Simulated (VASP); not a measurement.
# Cd (Im-3m) in VASP: relaxation of cell and atoms with r2SCAN

Aim: the relaxation of cell and atoms of Cd with r2SCAN.

Program: VASP 6.6.1. These are calculated values, not measurements. Logs are shortened: lines on timing, memory, paths and dates and some standing lists are left out, and cuts for length are marked.

## 1. The cell of the first run

Symmetry: Im-3m, No. 229, cubic system. Conventional cell: a = 3.521 Å, b = 3.521 Å, c = 3.521 Å, α = 90.00°, β = 90.00°, γ = 90.00°. Cd (site symmetry m-3m) has 14 Cd at 3.05 to 3.52 Å within 4.0 Å.

This isn't the form of Cd at room conditions, which is hcp.

## 2. Relaxation of cell and atoms, r2SCAN

The input, POSCAR:

```
Cd
1.0
   -1.7605412911      1.7605412911      1.7605412911
    1.7605412911     -1.7605412911      1.7605412911
    1.7605412911      1.7605412911     -1.7605412911
Cd
1
Direct
    0.0000000000      0.0000000000      0.0000000000
```

The input, INCAR.step1:

```
SYSTEM = Cd
ALGO = Normal ; EDIFF = 1E-4
ENCUT = 600 ; GGA = PE
ISMEAR = 0 ; LASPH = .TRUE.
LCHARG = .FALSE. ; LREAL = .FALSE.
LWAVE = .TRUE. ; NELM = 60
PREC = Accurate ; SIGMA = 0.1
```

The input, INCAR.step2:

```
SYSTEM = Cd
ALGO = Normal ; EDIFF = 1E-6
EDIFFG = -0.01 ; ENCUT = 600
IBRION = 2 ; ISIF = 3
ISMEAR = 0 ; ISTART = 1
LASPH = .TRUE. ; LCHARG = .FALSE.
LMIXTAU = .TRUE. ; LREAL = .FALSE.
LWAVE = .FALSE. ; METAGGA = R2SCAN
NELM = 60 ; NSW = 80
PREC = Accurate ; SIGMA = 0.1
```

The input, KPOINTS:

```
k-points
0
G
  16 16 16
  0 0 0
```

Potentials or basis: VASP PAW PBE potentials, release 64 (Cd).

Command:

```
$ cat potpaw_PBE.64/Cd/POTCAR > POTCAR
$ cp INCAR.step1 INCAR
$ mpirun -np 1 vasp_std > vasp.out
$ cp INCAR.step2 INCAR
$ mpirun -np 1 vasp_std > vasp.out
```

OUTCAR:

```text
SYSTEM = Cd
   EDIFF = 1E-6
   EDIFFG = -0.01
   ENCUT = 600
   IBRION = 2
   ISIF = 3
   ISMEAR = 0
   ISTART = 1
   LASPH = .TRUE.
   LREAL = .FALSE.
   METAGGA = R2SCAN
   NELM = 60
   NSW = 80
   PREC = Accurate

 ion  position               nearest neighbor table
   1  0.000  0.000  0.000-

  LATTYP: Found a body centered cubic cell.
 ALAT       =     3.5210825822

  Lattice vectors:

 A1 = (  -1.7605412911,   1.7605412911,   1.7605412911)
 A2 = (   1.7605412911,  -1.7605412911,   1.7605412911)
 A3 = (   1.7605412911,   1.7605412911,  -1.7605412911)

Analysis of symmetry for initial positions (statically):
=====================================================================
 Subroutine PRICEL returns:
 Original cell was already a primitive cell.

 Routine SETGRP: Setting up the symmetry group for a
 body centered cubic supercell.

 Subroutine GETGRP returns: Found 48 space group operations
 (whereof 48 operations were pure point group operations)
 out of a pool of 48 trial point group operations.

The static configuration has the point symmetry O_h .

Analysis of symmetry for dynamics (positions and initial velocities):
=====================================================================
 Subroutine PRICEL returns:
 Original cell was already a primitive cell.

 Routine SETGRP: Setting up the symmetry group for a
 body centered cubic supercell.

 Subroutine GETGRP returns: Found 48 space group operations
 (whereof 48 operations were pure point group operations)
 out of a pool of 48 trial point group operations.

The dynamic configuration has the point symmetry O_h .

 Subroutine INISYM returns: Found 48 space group operations
 (whereof 48 operations are pure point group operations),
 and found     1 'primitive' translations

----------------------------------------------------------------------------------------

                                     Primitive cell

  volume of cell :      21.8272

  direct lattice vectors                    reciprocal lattice vectors
    -1.760541291  1.760541291  1.760541291     0.000000000  0.284003563  0.284003563
     1.760541291 -1.760541291  1.760541291     0.284003563  0.000000000  0.284003563
     1.760541291  1.760541291 -1.760541291     0.284003563  0.284003563  0.000000000

  length of vectors
     3.049346965  3.049346965  3.049346965     0.401641691  0.401641691  0.401641691

  position of ions in fractional coordinates (direct lattice)
     0.000000000  0.000000000  0.000000000

  ion indices of the primitive-cell ions
   primitive index   ion index
                 1           1

----------------------------------------------------------------------------------------

 KPOINTS: k-points

Automatic generation of k-mesh.
 Grid dimensions read from file:
 generate k-points for:   16   16   16

 Generating k-lattice:

  Cartesian coordinates                     Fractional coordinates (reciprocal lattice)
     0.000000000  0.017750223  0.017750223     0.062500000  0.000000000  0.000000000
     0.017750223  0.000000000  0.017750223     0.000000000  0.062500000  0.000000000
     0.017750223  0.017750223  0.000000000     0.000000000  0.000000000  0.062500000

  Length of vectors
     0.025102606  0.025102606  0.025102606

  Shift w.r.t. Gamma in fractional coordinates (k-lattice)
     0.000000000  0.000000000  0.000000000

 Subroutine IBZKPT returns following result:
 ===========================================

 Found    145 irreducible k-points:

[... 43 lines left out ...]
   ENCUT  =  600.0 eV  44.10 Ry    6.64 a.u.   6.09  6.09  6.09*2*pi/ulx,y,z
   NELM   =     60;   NELMIN=  2; NELMDL=  0     # of ELM steps
   EDIFF  = 0.1E-05   stopping-criterion for ELM
   LREAL  =      F    real-space projection
   EDIFFG = -.1E-01   stopping-criterion for IOM
   NSW    =     80    number of steps for IOM
   IBRION =      2    ionic relax: 0-MD 1-quasi-New 2-CG
   NFREE  =      1    steps in history (QN), initial steepest desc. (CG)
   ISIF   =      3    stress and relaxation
   ISYM   =      2    0-nonsym 1-usesym 2-fastsym
   POTIM  = 0.5000    time-step for ionic-motion
   TEBEG  =    0.0;   TEEND  =   0.0 temperature during run
   PSTRESS=    0.0 pullay stress
   NELECT =      12.0000    total number of electrons
   NUPDOWN=      -1.0000    fix difference up-down
   EMIN   =  10.00;   EMAX   =-10.00  energy-range for DOS
   EFERMI =   0.00;   METHOD = LEGACY
   ISMEAR =     0;   SIGMA  =   0.10  broadening in eV -4-tet -1-fermi 0-gaus
   EFERMI_NEDOS =   21; number of points for ismear=-14 and -15
   IALGO  =     38    algorithm
   IMIX   =      4    mixing-type and parameters
     AMIX     =   0.40;   BMIX     =  1.00
     AMIX_MAG =   1.60;   BMIX_MAG =  1.00
  volume/ion in A,a.u.               =      21.83       147.30
  Fermi-wavevector in a.u.,A,eV,Ry     =   1.341124  2.534357 24.471635  1.798614
  Thomas-Fermi vector in A             =   2.469383
   LORBIT       =      0    0 simple, 1 ext, 2 COOP (PROOUT), +10 PAW based schemes
   METAGGA = R2SCAN    functional components
   LHFCALC =     F    Hartree Fock is set to
   AEXX    =    0.0000 exact exchange contribution
   IVDW    =     0    specifies the selected vdW correction
   LEPSILON=     F    determine dielectric tensor
   LRPA    =     F    only Hartree local field effects (RPA)
 conjugate gradient relaxation of ions
 non-spin polarized calculation
 Gauss-broadening in eV      SIGMA  =   0.10
  energy-cutoff  :      600.00
  volume of cell :       21.83
 maximum number of plane-waves:       737
   NGX = 13   NGY = 13   NGZ = 13

--------------------------------------- Ionic step        1  -------------------------------------------

 number of electron      11.9999995 magnetization

 Free energy of the ion-electron system (eV)
  ---------------------------------------------------
  ext. energy  EPLUGINS =         0.00000000
  ---------------------------------------------------
  free energy    TOTEN  =       -20.01773724 eV

  energy without entropy =      -20.01673327  energy(sigma->0) =      -20.01723525

------------------------ aborting loop because EDIFF is reached ----------------------------------------

  FORCE on cell =-STRESS in cart. coord.  units (eV):
  Direction    XX          YY          ZZ          XY          YZ          ZX
  --------------------------------------------------------------------------------------
  -------------------------------------------------------------------------------------
  Total        0.1186701      0.1186701      0.1186701      0.0000000      0.0000000     -0.0000000
  in kB        8.7107031      8.7107031      8.7107031      0.0000000      0.0000000     -0.0000000
  external PRESSURE =       8.7107031 kB  Pullay stress =       0.0000000 kB

 VOLUME and BASIS-vectors are now :
 -----------------------------------------------------------------------------
  energy-cutoff  :      600.00
  volume of cell :       21.83
      direct lattice vectors                 reciprocal lattice vectors
    -1.760541291  1.760541291  1.760541291     0.000000000  0.284003563  0.284003563
     1.760541291 -1.760541291  1.760541291     0.284003563  0.000000000  0.284003563
     1.760541291  1.760541291 -1.760541291     0.284003563  0.284003563  0.000000000

 POSITION                                       TOTAL-FORCE (eV/Angst)
 -----------------------------------------------------------------------------------
      0.00000      0.00000      0.00000        -0.000000      0.000000      0.000000
 -----------------------------------------------------------------------------------
    total drift:                               -0.000000      0.000000      0.000000

  FREE ENERGIE OF THE ION-ELECTRON SYSTEM (eV)
  ---------------------------------------------------
  free  energy   TOTEN  =       -20.0177372382 eV

  energy  without entropy=      -20.0167332708  energy(sigma->0) =      -20.01723525

--------------------------------------- Ionic step        2  -------------------------------------------

 number of electron      12.0000000 magnetization

 Free energy of the ion-electron system (eV)
  ---------------------------------------------------
  ext. energy  EPLUGINS =         0.00000000
  ---------------------------------------------------
  free energy    TOTEN  =       -20.01866680 eV

  energy without entropy =      -20.01765883  energy(sigma->0) =      -20.01816282

 E-fermi :   2.8305     XC(G=0): -11.6791

 val. band max:        2.8053291910   @ k =   0.5000   0.5000   0.2500
 cond. band min:       2.9430748084   @ k =  -0.4375   0.5000   0.1250
 fundamental gap:      0.1377456174
 Fermi energy:         2.8304967164

 k-point     1 :       0.0000    0.0000    0.0000
  band No.  band energies     occupation
      1      -6.9440      2.00000
      2      -6.9440      2.00000
      3      -6.9440      2.00000
      4      -6.3300      2.00000
      5      -6.2994      2.00000
      6      -6.2994      2.00000
      7      18.9095      0.00000
      8      18.9095      0.00000
      9      18.9095      0.00000
     10      19.7735      0.00000
[... 287 lines left out ...]
 k-point    24 :       0.2500    0.1875    0.0000
  band No.  band energies     occupation
      1      -7.2030      2.00000
      2      -7.0137      2.00000
      3      -6.4515      2.00000
      4      -6.4009      2.00000
      5      -6.1849      2.00000
      6      -1.8857      2.00000
      7       6.9795      0.00000
      8       8.7767      0.00000
      9      13.3090      0.00000
     10      18.7300      0.00000

 [... further k-points ...]
[... 5 lines left out ...]
  --------------------------------------------------------------------------------------
  -------------------------------------------------------------------------------------
  Total       -0.0057549     -0.0057549     -0.0057549     -0.0000000      0.0000000     -0.0000000
  in kB       -0.4152512     -0.4152512     -0.4152512     -0.0000000      0.0000000     -0.0000000
  external PRESSURE =      -0.4152512 kB  Pullay stress =       0.0000000 kB

 VOLUME and BASIS-vectors are now :
 -----------------------------------------------------------------------------
  energy-cutoff  :      600.00
  volume of cell :       22.20
      direct lattice vectors                 reciprocal lattice vectors
    -1.770620320  1.770620320  1.770620320     0.000000000  0.282386910  0.282386910
     1.770620320 -1.770620320  1.770620320     0.282386910  0.000000000  0.282386910
     1.770620320  1.770620320 -1.770620320     0.282386910  0.282386910  0.000000000

 POSITION                                       TOTAL-FORCE (eV/Angst)
 -----------------------------------------------------------------------------------
      1.77062      1.77062     -1.77062        -0.000000      0.000000     -0.000000
 -----------------------------------------------------------------------------------
    total drift:                                0.000000      0.000000     -0.000000

  FREE ENERGIE OF THE ION-ELECTRON SYSTEM (eV)
  ---------------------------------------------------
  free  energy   TOTEN  =       -20.0186668049 eV

  energy  without entropy=      -20.0176588290  energy(sigma->0) =      -20.01816282

 reached required accuracy - stopping structural energy minimisation
```

Run time: 68 s. Hardware: 1 thread of Intel Xeon 6975P-C (Granite Rapids), shared host; peak memory 0.18 GiB.

What came out:

| Property | Result |
| --- | --- |
| Free energy | -20.0187 eV |
| Relaxed volume | 22.20 Å³/atom |
| Relaxed cell | a = 3.067 Å, b = 3.067 Å, c = 3.067 Å, α = 109.47°, β = 109.47°, γ = 109.47° |
| Space group after relaxing (to 0.1 Å) | Im-3m (No. 229) |
| Energy gained by relaxing | 0.9 meV/atom |
| Ionic steps | 2 |
| Pressure after relaxing | 0.0 GPa |
| Band gap on the k mesh | zero (bands 6 and 7 overlap by 4.54 eV) |

The path:
| step | energy change (eV) | largest force (eV/Å) | pressure (GPa) | volume (Å³) |
| --- | --- | --- | --- | --- |
| 1 | 0.0000 | 0.0000 | 0.87 | 21.83 |
| 2 | -0.0009 | 0.0000 | -0.04 | 22.20 |

Final structure:
```
Cd
1.0
    -1.77062    1.77062    1.77062
     1.77062   -1.77062    1.77062
     1.77062    1.77062   -1.77062
Cd
1
Direct
  0.00000 0.00000 0.00000
```

Caveat: the PAW data sets were made with another functional, which shifts forces and pressure a little.
